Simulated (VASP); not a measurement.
Here is a VASP 6.6.1 calculation.

INCAR

```
SYSTEM = LaB3Ir
ALGO     = Normal         ! electronic algorithm
EDIFF    = 1E-6           ! SCF threshold, eV
EDIFFG   = -0.03          ! ionic threshold
ENCUT    = 600            ! plane-wave cutoff, eV
GGA      = PE             ! functional
IBRION   = 2              ! ionic algorithm
ISIF     = 3              ! what is computed and relaxed
ISMEAR   = -1             ! smearing method
LASPH    = .True.         ! aspherical terms in the spheres
LCHARG   = .False.        ! write CHGCAR
LREAL    = .False.        ! projectors in reciprocal space
LWAVE    = .False.        ! write WAVECAR
NELM     = 60             ! most SCF steps
NSW      = 60             ! ionic steps
PREC     = Accurate       ! precision mode
SIGMA    = 0.0804         ! smearing width, eV
```

Contents of KPOINTS:

```
k-points
0
Gamma
  7 7 7
  0 0 0
```

Contents of POSCAR:

```
LaB3Ir
1.0
    0.0000000000      3.8328880000      0.0000000000
    3.8328880000      0.0000000000      0.0000000000
    1.9164440000      1.9164440000     -4.4036100000
La B Ir
1 3 1
Direct
    0.0000000000      0.0000000000      0.0000000000
    0.7615000000      0.2615000000      0.4770000000
    0.2615000000      0.7615000000      0.4770000000
    0.4112000000      0.4112000000      0.1776000000
    0.6553000000      0.6553000000      0.6894000000
```

Potentials or basis: VASP PAW PBE potentials, release 64 (La, B, Ir).

Command:

```bash
$ cat potpaw_PBE.64/La/POTCAR potpaw_PBE.64/B/POTCAR potpaw_PBE.64/Ir/POTCAR > POTCAR
$ mpirun -np 1 vasp_std > vasp.out
```

Problem. Predict the relaxed volume.

Solution. 13.28 Å³/atom.

Problem. Estimate the space group after relaxing (to 0.05 Å).

Solution. I4mm (No. 107).

The path:
```tsv
step	energy change (eV)	largest force (eV/Å)	pressure (GPa)	volume (Å³)
1	0.0000	1.2208	8.56	64.69
2	-0.0044	0.3905	-10.07	71.38
3	-0.1184	0.7168	-1.82	67.94
4	-0.1628	0.6757	-1.51	67.33
5	-0.2516	0.5907	0.04	65.54
6	-0.0237	1.7884	7.15	62.04
7	-0.2577	0.7121	0.72	65.09
8	-0.2862	0.5893	0.57	64.90
9	-0.3472	0.2367	0.43	64.32
10	-0.2841	1.4011	2.21	63.13
11	-0.3572	0.4928	0.62	64.02
12	-0.3948	0.4992	0.39	64.13
13	-0.4568	0.9233	0.44	64.42
14	-0.4615	1.1567	0.66	64.49
15	-0.5021	1.0229	0.17	64.83
16	-0.5964	0.5551	-0.57	65.79
17	-0.6207	1.1800	0.79	67.39
18	-0.6410	0.6615	-0.11	66.77
19	-0.6725	0.2569	-1.56	67.12
20	-0.6730	0.2456	-1.76	67.16
21	-0.6796	0.2455	1.61	65.78
22	-0.6813	0.2353	0.55	66.20
23	-0.6852	0.1050	0.24	66.28
24	-0.6862	0.1123	0.02	66.36
25	-0.6869	0.0218	0.18	66.39
```
